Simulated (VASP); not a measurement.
Wanted: the native input for a VASP 6.6.1 run.

- Task: single point
- Functional: PBE
- Potentials or basis: VASP PAW PBE potentials, release 64 (B, As)
- Cutoff: 520 eV
- k mesh: 10 × 10 × 10
- Occupations: fermi-dirac, width 0.02 eV
- Spin: no spin polarisation
- Dipole correction: no
- Further INCAR settings: ALGO = Normal; EDIFF = 1e-06; NBANDS = 11

The structure of BAs lies in POSCAR:

```
BAs
1.0
    0.0000000000      2.5205500808      2.5205500808
    2.5205500808      0.0000000000      2.5205500808
    2.5205500808      2.5205500808      0.0000000000
B As
1 1
Direct
    0.0000000000      0.0000000000      0.0000000000
    0.2500000000      0.2500000000      0.2500000000
```

This cell differs from its parent crystal: strain +5.4%.

One way to write it, as run:

INCAR

```
PREC = Accurate ; ENCUT = 520
EDIFF = 1E-6 ; ISMEAR = -1
SIGMA = 0.02 ; LREAL = F
LASPH = T ; NELM = 100
ALGO = Normal ; ISIF = 2
LWAVE = F ; LCHARG = F
GGA = PE ; NBANDS = 11
```

KPOINTS

```
regular mesh
0
Gamma
  10 10 10
```

Potentials or basis: VASP PAW PBE potentials, release 64 (B, As).

Command:

```sh
$ cat potpaw_PBE.64/B/POTCAR potpaw_PBE.64/As/POTCAR > POTCAR
$ mpirun -np 1 vasp_std > vasp.out
```

It gave:

- Pressure: -13.5 GPa
- Band gap on the k mesh: 1.33 eV, indirect (least direct gap 2.75 eV)

Caveat: the cell differs from its parent crystal (strain +5.4%).

Wall time 27 s on 1 thread of Intel Xeon 8259CL, on a shared host, peak memory 0.16 GiB.
